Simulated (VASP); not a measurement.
Crystal: Ti.

```
Ti
1.0
     4.60000    0.00000    0.00000
    -2.30000    3.98372    0.00000
     0.00000    0.00000    2.82000
Ti
3
Direct
  0.00000 0.00000 0.00000
  0.33333 0.66667 0.50000
  0.66667 0.33333 0.50000
```

This isn't the form of Ti at room conditions, which is hcp.

| Quantity | Value |
| --- | --- |
| Program | VASP 6.6.1 |
| Task | relaxation of cell and atoms |
| Functional | PBEsol |
| Potentials or basis | VASP PAW PBE potentials, release 64 (Ti_sv) |
| Cutoff | 600 eV |
| k mesh | 7 × 7 × 10 |
| Occupations | fermi-dirac, width 0.02 eV |
| Spin | no spin polarisation |

At the start: pressure -5.1 GPa; volume 17.23 Å³/atom.

Question: How do energy, volume and symmetry change on relaxing?

Answer: Over 8 steps the energy falls by 14.0 meV/atom and the volume is 16.44 Å³/atom (-4.6 %); space group P6/mmm (No. 191, to 0.1 Å) before and after.

The path:
```csv
step,energy change (eV),largest force (eV/Å),pressure (GPa),volume (Å³)
1,0.0000,0.0000,-5.13,51.68
2,-0.0207,0.0000,4.25,47.66
3,-0.0411,0.0000,0.08,49.27
4,-0.0411,0.0000,0.19,49.22
5,-0.0419,0.0000,0.12,49.23
6,-0.0419,0.0000,0.11,49.24
7,-0.0419,0.0000,0.11,49.24
8,-0.0419,0.0000,-0.06,49.31
```

Final structure:
```
Ti
1.0
     4.51132    0.00000    0.00000
    -2.25566    3.90692    0.00000
     0.00000    0.00000    2.79769
Ti
3
Direct
  0.00000 0.00000 0.00000
  0.33333 0.66667 0.50000
  0.66667 0.33333 0.50000
```

Caveat: the PAW data sets were made with another functional, which shifts forces and pressure a little.
